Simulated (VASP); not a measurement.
Set up this calculation in VASP 6.6.1, as the native input.

```yaml
Task: relaxation of cell and atoms
Functional: LDA
Potentials_or_basis: VASP PAW LDA potentials, release 64 (Au)
Cutoff: 600 eV
k_mesh: 17 × 17 × 17
Occupations: fermi-dirac, width 0.05 eV
Spin: no spin polarisation
Target_pressure: -2.6 GPa
Dipole_correction: no
Further_INCAR_settings: ALGO = Normal; EDIFF = 1e-06; IBRION = 2; EDIFFG = -0.005; NSW = 60; ISIF = 3
```

The structure of Au lies in POSCAR:

```
Au
1.0
   -1.6138412462      1.6138412462      1.6138412462
    1.6138412462     -1.6138412462      1.6138412462
    1.6138412462      1.6138412462     -1.6138412462
Au
1
Direct
    0.0000000000      0.0000000000      0.0000000000
```

These files were run (other wordings do the same):

INCAR

```
PREC = Accurate ; ENCUT = 600
EDIFF = 1E-6 ; ISMEAR = -1
SIGMA = 0.05 ; LREAL = False
LASPH = True ; NELM = 80
ALGO = Normal ; ISIF = 3
LWAVE = False ; LCHARG = False
IBRION = 2 ; NSW = 60
EDIFFG = -0.005 ; PSTRESS = -26.0
```

KPOINTS

```
regular mesh
0
Gamma
  17 17 17
```

Potentials or basis: VASP PAW LDA potentials, release 64 (Au).

Launch:

```bash
$ cat potpaw_LDA.64/Au/POTCAR > POTCAR
$ mpirun -np 1 vasp_std > vasp.out
```

It gave:

The relaxed volume is 16.92 Å³/atom. The relaxed cell is a = 2.801 Å, b = 2.801 Å, c = 2.801 Å, α = 109.47°, β = 109.47°, γ = 109.47°, the space group after relaxing (to 0.05 Å) is Im-3m (No. 229) and the energy change on relaxing (the enthalpy is what falls) is +1.4 meV/atom. The ionic steps are 3. The pressure after relaxing is -2.6 GPa.

Caveat: the cell is relaxed towards a set pressure, so the enthalpy falls and the energy may rise.

It took 14 s on 1 thread of Intel(R) Xeon(R) 6975P-C (Granite Rapids), on a shared host, peak memory 0.16 GiB.
